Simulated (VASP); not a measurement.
Ir: single point with PBE

The system is Ir.

```xyz
2
Lattice="2.7012 0.0000 0.0000 -1.3506 2.3393 0.0000 0.0000 0.0000 4.3823" Properties=species:S:1:pos:R:3 pbc="T T T"
Ir    0.0000    1.5596    1.0956
Ir    1.3506    0.7798    3.2867
```

- Program: VASP 6.6.1
- Task: single point
- Functional: PBE
- Potentials or basis: VASP PAW PBE potentials, release 64 (Ir)
- Cutoff: 520 eV
- k mesh: 11 × 11 × 6
- Occupations: fermi-dirac, width 0.05 eV
- Spin: no spin polarisation

The pressure is 20.7 GPa and the band gap on the k mesh is zero (band 9 reaches 11.92 eV, above the bottom of band 10 at 8.55 eV).

Levels at points of the mesh, in eV from the Fermi level:
| k point | band 6 | band 7 | band 8 | band 9 | band 10 | band 11 | band 12 | band 13 |
| --- | --- | --- | --- | --- | --- | --- | --- | --- |
| (0.00, 0.00, 0.00) | -3.29 | -3.29 | -2.46 | -2.46 | -0.88 | 0.29 | 0.29 | 7.31 |
| (0.00, 0.00, 0.50) | -4.10 | -4.10 | -4.10 | -0.47 | -0.47 | -0.47 | -0.47 | 13.66 |

Wall time 9.9 s on 1 thread of Intel(R) Xeon(R) 6975P-C (Granite Rapids), on a shared host, peak memory 0.15 GiB.

Caveat: spin-orbit coupling is left out, which moves the levels of the heavy elements.
